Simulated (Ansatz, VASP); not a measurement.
Two plane-wave programs on BaZnSbCl

```xyz
8
Lattice="4.7022 0.0000 0.0000 0.0000 4.7022 0.0000 0.0000 0.0000 10.3602" Properties=species:S:1:pos:R:3 pbc="T T T"
Ba    3.5266    3.5266    3.6343
Ba    1.1755    1.1755    6.7259
Cl    1.1755    3.5266    5.1801
Cl    3.5266    1.1755    5.1801
Zn    1.1755    3.5266    0.0000
Zn    3.5266    1.1755    0.0000
Sb    1.1755    1.1755    1.7202
Sb    3.5266    3.5266    8.6400
```

Alike in both runs: task single point; functional PBE; k mesh 4 × 4 × 2; no spin polarisation.

```csv
,VASP,Ansatz
version,VASP 6.6.1,Ansatz 0.2.0
potentials or method,"VASP PAW PBE potentials, release 64 (Ba_sv, Cl, Zn, Sb), cutoff 520 eV",PAW plane waves
occupations,"fermi-dirac, width 0.1 eV",fermi-dirac
valence electrons in the cell,68,88
```

```tsv
	VASP	Ansatz	Ansatz less VASP
gap on the k mesh at the Fermi level (eV)	none	none	-
pressure (GPa)	4.5	3.8	-0.74
traceless stress, the component that is largest in VASP (GPa)	-0.97	-0.92	+0.047
rms of the force components (eV/Å)	0.989	0.924	-0.0651
```

Atom by atom the forces differ by 0.066 eV/Å (rms over components). A gap of «none» marks a metal or a gap that the smearing closes. VASP's potentials hold 68 valence electrons a cell and Ansatz's 88, so a difference there can come from the potentials and not from the codes.

Spin-orbit coupling is off throughout.
